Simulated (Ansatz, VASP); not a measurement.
## C in VASP and in Ansatz

INCAR

```
PREC     = Accurate       # precision mode
ENCUT    = 520            # plane-wave cutoff, eV
EDIFF    = 1E-7           # SCF threshold, eV
ISMEAR   = 0              # smearing method
SIGMA    = 0.03           # smearing width, eV
LREAL    = F              # projectors in reciprocal space
LASPH    = T              # aspherical terms in the spheres
NELM     = 100            # most SCF steps
ALGO     = Normal         # electronic algorithm
ISIF     = 2              # what is computed and relaxed
LWAVE    = F              # write WAVECAR
LCHARG   = T              # write CHGCAR
GGA      = PE             # functional
IVDW     = 12             # dispersion correction
LELF     = T              # ELF
LVHAR    = T            
NBANDS   = 11             # bands
```

File KPOINTS:

```
Automatic mesh
0
Gamma
  18 18 18
```

POSCAR

```
C
1.0
    0.0000000000      2.2974614437      3.3397070384
    1.2116752232      0.0000000000      3.3397070384
    1.2116752232      2.2974614437      0.0000000000
C
2
Direct
    0.1666966007      0.8333033993      0.1666966007
    0.8333033993      0.1666966007      0.8333033993
```

Input for Ansatz:

```yaml
crystal:
  lattice:
    - [0.0, 2.2974614437, 3.3397070384]
    - [1.2116752232, 0.0, 3.3397070384]
    - [1.2116752232, 2.2974614437, 0.0]
  atoms:
    - { symbol: C, position: [0.1666966007, 0.8333033993, 0.1666966007] }
    - { symbol: C, position: [0.8333033993, 0.1666966007, 0.8333033993] }
basis:
  ecutwfc: 520.0
kpoints:
  mp_grid: { grid: [18, 18, 18] }
hamiltonian:
  xc: pbe
  pseudopotentials: { kind: paw, azcp: { folder: soft_1 } }
  dispersion: d3bj
scf:
  occupations: { method: gaussian, width: 0.03 }
output:
  forces: true
  stress: true
  eigenvalues: true
```

Change from the starting cell: volume 9.297 Å^3 an atom, stretch along b over the lengths across it, relative to the relaxed cell 1.0953.

Alike in both runs: task single point; functional PBE; dispersion D3(BJ); k mesh 18 × 18 × 18; occupations gaussian, width 0.03 eV; no spin polarisation.

```csv
,VASP,Ansatz
version,VASP 6.6.1,Ansatz 0.2.0
potentials or method,"VASP PAW PBE potentials, release 64 (C), cutoff 520 eV","scalar-relativistic, plane waves, PAW"
valence electrons in the cell,8,8
```

Ansatz gave:

```
gap on the k mesh at the Fermi level (eV)                     : 0.09
least direct gap on the mesh (eV)                             : 0.14
pressure (GPa)                                                : -19.4
traceless stress, the component that is largest in VASP (GPa) : -46.15
rms of the force components (eV/Å)                            : 0.100
```

Task: Estimate VASP's values.

Result: gap on the k mesh at the Fermi level (eV): 0.09; least direct gap on the mesh (eV): 0.14; pressure (GPa): -19.1; traceless stress, the component that is largest in VASP (GPa): -46.05; rms of the force components (eV/Å): 0.114.

Atom by atom the forces differ by 0.014 eV/Å (rms over components).
